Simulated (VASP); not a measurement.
Wanted: the native input for a VASP 6.6.1 run.

| Quantity | Value |
| --- | --- |
| Task | single point |
| Functional | LDA |
| Potentials or basis | VASP PAW LDA potentials, release 64 (Y_sv, Hg) |
| Cutoff | 400 eV |
| k mesh | 9 × 9 × 9 |
| Occupations | fermi-dirac, width 0.08 eV |
| Spin | collinear spin |
| Starting moments | [0.6, 0.0] μB |
| Dipole correction | no |
| k mesh for the DOS | 14 × 14 × 14 |
| Occupations for the DOS | tetrahedron |
| Further INCAR settings | ALGO = Normal; EDIFF = 1e-06; NBANDS = 22 |

YHg:

```
Y Hg
1.0
     3.68000    0.00000    0.00000
     0.00000    3.68000    0.00000
     0.00000    0.00000    3.68000
Y Hg
1 1
Cartesian
  1.8400 1.8400 1.8400
  0.0000 0.0000 0.0000
```

One way to write it, as run:

POSCAR

```
YHg
1.0
    3.6800000000      0.0000000000      0.0000000000
    0.0000000000      3.6800000000      0.0000000000
    0.0000000000      0.0000000000      3.6800000000
Y Hg
1 1
Direct
    0.5000000000      0.5000000000      0.5000000000
    0.0000000000      0.0000000000      0.0000000000
```

INCAR.step1

```
PREC = Accurate
ENCUT = 400
EDIFF = 1E-6
ISMEAR = -1
SIGMA = 0.08
LREAL = False
LASPH = True
NELM = 200
ALGO = Normal
ISIF = 2
LWAVE = False
LCHARG = True
ISPIN = 2
MAGMOM = 0.6 0
LMAXMIX = 4
GGA = CA
NBANDS = 22
GGA_COMPAT = False
NEDOS = 2001
LORBIT = 11
```

KPOINTS.step1

```
regular mesh
0
Gamma
  9 9 9
```

INCAR.step2

```
PREC = Accurate
ENCUT = 400
EDIFF = 1E-6
ISMEAR = -5
SIGMA = 0.08
LREAL = False
LASPH = True
NELM = 200
ALGO = Normal
ISIF = 2
LWAVE = False
LCHARG = False
ISPIN = 2
MAGMOM = 0.6 0
LORBIT = 11
LMAXMIX = 4
GGA = CA
NBANDS = 22
NEDOS = 2001
ICHARG = 11
GGA_COMPAT = False
```

KPOINTS.step2

```
regular mesh
0
Gamma
  14 14 14
```

Potentials or basis: VASP PAW LDA potentials, release 64 (Y_sv, Hg).

The run is started by

```sh
$ cat potpaw_LDA.64/Y_sv/POTCAR potpaw_LDA.64/Hg/POTCAR > POTCAR
$ cp INCAR.step1 INCAR
$ cp KPOINTS.step1 KPOINTS
$ mpirun -np 1 vasp_std > vasp.out
$ cp INCAR.step2 INCAR
$ cp KPOINTS.step2 KPOINTS
$ mpirun -np 1 vasp_std > vasp.out
```

It gave:

- Net moment: 0.00 μB per cell
- Valence electrons inside the program's atomic spheres: Y 9.45; Hg 10.62

Run time: 55 s on 1 thread of Intel(R) Xeon(R) Platinum 8559C (Emerald Rapids), with other jobs on the host, peak memory 0.26 GiB.
